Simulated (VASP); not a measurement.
Write the native input for VASP 6.6.1 that does the following.

```
Task                   : single point
Functional             : PBE
Potentials or basis    : VASP PAW PBE potentials, release 64 (Mg, Te, Se)
Cutoff                 : 520 eV
k mesh                 : 6 × 6 × 2
Occupations            : gaussian, width 0.1 eV
Spin                   : no spin polarisation
Dipole correction      : no
Further INCAR settings : ALGO = Normal; EDIFF = 1e-06; NBANDS = 21
```

The structure of Mg3TeSe2 lies in POSCAR:

```
Mg3TeSe2
1.0
    4.6153930100      0.0000000000      0.0000000000
   -2.3076965100      3.9970476000      0.0000000000
    0.0000000000      0.0000000000      8.4078511900
Mg Te Se
3 1 2
Direct
    0.5000000000      0.0000000000      0.0000000000
    0.0000000000      0.5000000000      0.0000000000
    0.5000000000      0.5000000000      0.0000000000
    0.0000000000      0.0000000000      0.0000000000
    0.0000000000      0.0000000000      0.2190354300
    0.0000000000      0.0000000000      0.7809645700
```

The cell was built from a structure type or drawn by symmetry, and may not be a known phase.

One way to write it, as run:

INCAR

```
SYSTEM = Mg3TeSe2
ALGO = Normal
EDIFF = 1E-6
ENCUT = 520
GGA = PE
ISIF = 2
ISMEAR = 0
LASPH = .TRUE.
LCHARG = .FALSE.
LREAL = .FALSE.
LWAVE = .FALSE.
NBANDS = 21
NELM = 60
PREC = Accurate
SIGMA = 0.1
```

KPOINTS

```
k-points
0
G
  6 6 2
  0 0 0
```

Potentials or basis: VASP PAW PBE potentials, release 64 (Mg, Te, Se).

Launch:

```sh
$ cat potpaw_PBE.64/Mg/POTCAR potpaw_PBE.64/Te/POTCAR potpaw_PBE.64/Se/POTCAR > POTCAR
$ mpirun -np 1 vasp_std > vasp.out
```

Results of the run:

```
Pressure               : 87.2 GPa
Largest force          : 36.702 eV/Å
Band gap on the k mesh : zero (bands 12 and 13 overlap by 0.54 eV)
```

Caveat: the k points lie up to 0.37 Å⁻¹ apart, too coarse for converged energies and pressures of a metal; semilocal functionals underestimate gaps, so a narrow gap can read as zero; spin-orbit coupling is left out, which moves the levels of the heavy elements; forces of over 1 eV/Å act on the atoms, so gaps and moduli don't describe the material at rest.

It took 22 s on 1 thread of Intel(R) Xeon(R) 6975P-C (Granite Rapids), with other jobs on the host, peak memory 0.29 GiB.
